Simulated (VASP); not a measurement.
**LaBe: single point with LDA**

Crystal: LaBe.

```
La Be
1.0
     3.50614    0.00000    0.00000
     0.00000    3.50614    0.00000
     0.00000    0.00000    3.50614
La Be
1 1
Direct
  0.00000 0.00000 0.00000
  0.50000 0.50000 0.50000
```

```yaml
Program: VASP 6.6.1
Task: single point
Functional: LDA
Potentials_or_basis: VASP PAW LDA potentials, release 64 (La, Be)
Cutoff: 520 eV
k_mesh: 6 × 6 × 6
Occupations: gaussian, width 0.1 eV
Spin: no spin polarisation
```

| Item | Value |
| --- | --- |
| Pressure | 0.0 GPa |

Levels at points of the mesh, in eV from the Fermi level:
```
           k point  band 4  band 5  band 6  band 7  band 8  band 9  band 10  band 11
(0.00, 0.00, 0.00)  -15.28   -4.94   -0.56   -0.56    2.13    2.13     2.13     2.44
(0.50, 0.00, 0.00)  -15.12   -2.36   -1.49    0.37    1.28    1.28     1.90     2.38
(0.50, 0.50, 0.00)  -14.99   -3.63    0.65    0.76    0.76    2.02     2.46     2.46
(0.50, 0.50, 0.50)  -16.22   -2.39   -2.39   -2.39   -0.12    2.50     2.50     2.50
```

Wall time 9.2 s on 1 thread of AMD EPYC 7R13 Processor (Zen 3) (shared host), peak memory 0.12 GiB.

Caveat: spin-orbit coupling is left out, which moves the levels of the heavy elements.
